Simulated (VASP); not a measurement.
Set up this calculation in VASP 6.6.1, as the native input.

* Task: relaxation of cell and atoms
* Functional: PBEsol
* Potentials or basis: VASP PAW PBE potentials, release 64 (Pt)
* Cutoff: 600 eV
* k mesh: 18 × 18 × 8
* Occupations: methfessel-paxton, width 0.1 eV
* Spin: no spin polarisation
* Dipole correction: no
* Further INCAR settings: ALGO = Fast; EDIFF = 1e-07; IBRION = 2; EDIFFG = -0.01; NSW = 80; ISIF = 3

The structure of Pt lies in POSCAR:

```
Pt
1.0
    2.7746870094      0.0000000000      0.0000000000
   -1.3873435047      2.4029494377      0.0000000000
    0.0000000000      0.0000000000      6.7965673689
Pt
3
Direct
    0.0000000000      0.0000000000      0.0000000000
    0.3333333333      0.6666666667      0.3333333333
    0.6666666667      0.3333333333      0.6666666667
```

The input as run:

INCAR

```
SYSTEM = Pt
  PREC = Accurate
  ENCUT = 600
  EDIFF = 1E-7
  ISMEAR = 1
  SIGMA = 0.1
  LREAL = .FALSE.
  LASPH = .TRUE.
  NELM = 60
  ALGO = Fast
  ISIF = 3
  LWAVE = .FALSE.
  LCHARG = .FALSE.
  GGA = PS
  IBRION = 2
  NSW = 80
  EDIFFG = -0.01
```

KPOINTS

```
regular mesh
0
G
  18 18 8
  0 0 0
```

Potentials or basis: VASP PAW PBE potentials, release 64 (Pt).

Command:

```sh
$ cat potpaw_PBE.64/Pt/POTCAR > POTCAR
$ mpirun -np 1 vasp_std > vasp.out
```

It gave:

```json
{"Relaxed volume": "15.02 Å³/atom", "Relaxed cell": "a = 2.769 Å, b = 2.769 Å, c = 6.783 Å, α = 90.00°, β = 90.00°, γ = 120.00°", "Space group after relaxing (to 0.1 Å)": "Fm-3m (No. 225)", "Energy gained by relaxing": "0.5 meV/atom", "Ionic steps": "3", "Pressure after relaxing": "0.0 GPa", "Band gap on the k mesh": "zero (bands 15 and 16 overlap by 1.96 eV)"}
```

Caveat: the PAW data sets were made with another functional, which shifts forces and pressure a little; spin-orbit coupling is left out, which moves the levels of the heavy elements.

Wall time 8.9 min on 1 thread of Intel(R) Xeon(R) Platinum 8488C (Sapphire Rapids), with other jobs on the host, peak memory 0.36 GiB.
